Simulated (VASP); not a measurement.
The system is Be2SO3.

```
Be S O
1.0
     2.71099    0.00000    0.00000
     0.00000    2.71099    0.00000
     0.00000    0.00000    8.30926
Be S O
2 1 3
Direct
  0.00000 0.00000 0.33928
  0.00000 0.00000 0.66072
  0.00000 0.00000 0.00000
  0.50000 0.50000 0.18173
  0.50000 0.50000 0.50000
  0.50000 0.50000 0.81827
```

```yaml
Program: VASP 6.6.1
Task: relaxation of cell and atoms
Functional: PBE
Potentials_or_basis: VASP PAW PBE potentials, release 64 (Be, S, O)
Cutoff: 600 eV
k_mesh: 6 × 6 × 2
Occupations: gaussian, width 0.1 eV
Spin: no spin polarisation
```

At the start: pressure -23.9 GPa; volume 10.18 Å³/atom.

Task: Where does the relaxation end?

Result: Over 19 steps the energy falls by 1010.6 meV/atom and the volume is 9.74 Å³/atom (-4.3 %); space group P4/mmm (No. 123, to 0.05 Å).

Step by step:
| step | energy change (eV) | largest force (eV/Å) | pressure (GPa) | volume (Å³) |
| --- | --- | --- | --- | --- |
| 1 | 0.0000 | 2.1678 | -23.87 | 61.07 |
| 2 | -1.7291 | 2.5622 | -1.93 | 48.62 |
| 3 | -1.8159 | 2.5823 | 8.51 | 45.86 |
| 4 | -2.5918 | 1.9680 | 11.96 | 45.08 |
| 5 | -3.8508 | 1.4812 | 44.06 | 43.04 |
| 6 | -4.2928 | 1.3036 | 40.70 | 44.11 |
| 7 | -5.0512 | 1.4582 | 34.31 | 47.40 |
| 8 | -5.0771 | 2.4804 | 33.25 | 48.46 |
| 9 | -5.5742 | 1.5273 | 20.66 | 51.10 |
| 10 | -6.0116 | 0.3595 | 2.28 | 56.61 |
| 11 | -6.0272 | 0.3172 | -0.70 | 57.82 |
| 12 | -6.0276 | 0.3094 | -1.21 | 58.05 |
| 13 | -6.0392 | 0.2698 | -0.74 | 58.00 |
| 14 | -6.0520 | 0.2369 | 0.23 | 57.89 |
| 15 | -6.0528 | 0.2471 | 0.57 | 57.85 |
| 16 | -6.0571 | 0.1773 | 0.50 | 57.96 |
| 17 | -6.0630 | 0.0454 | 0.33 | 58.29 |
| 18 | -6.0631 | 0.0579 | 0.31 | 58.31 |
| 19 | -6.0634 | 0.0350 | -0.05 | 58.44 |

Final structure:
```cif
data_structure
_symmetry_space_group_name_H-M 'P 1'
_symmetry_Int_Tables_number 1
_cell_length_a 2.4473
_cell_length_b 2.4473
_cell_length_c 9.7576
_cell_angle_alpha 90.000
_cell_angle_beta 90.000
_cell_angle_gamma 90.000
_cell_volume 58.44
loop_
_atom_site_label
_atom_site_type_symbol
_atom_site_fract_x
_atom_site_fract_y
_atom_site_fract_z
_atom_site_occupancy
Be1 Be 0.00000 0.00000 0.32717 1
Be2 Be 0.00000 0.00000 0.67283 1
S1 S 0.00000 0.00000 0.00000 1
O1 O 0.50000 0.50000 0.31018 1
O2 O 0.50000 0.50000 0.50000 1
O3 O 0.50000 0.50000 0.68982 1
```

Caveat: the k points lie up to 0.43 Å⁻¹ apart in the final cell.
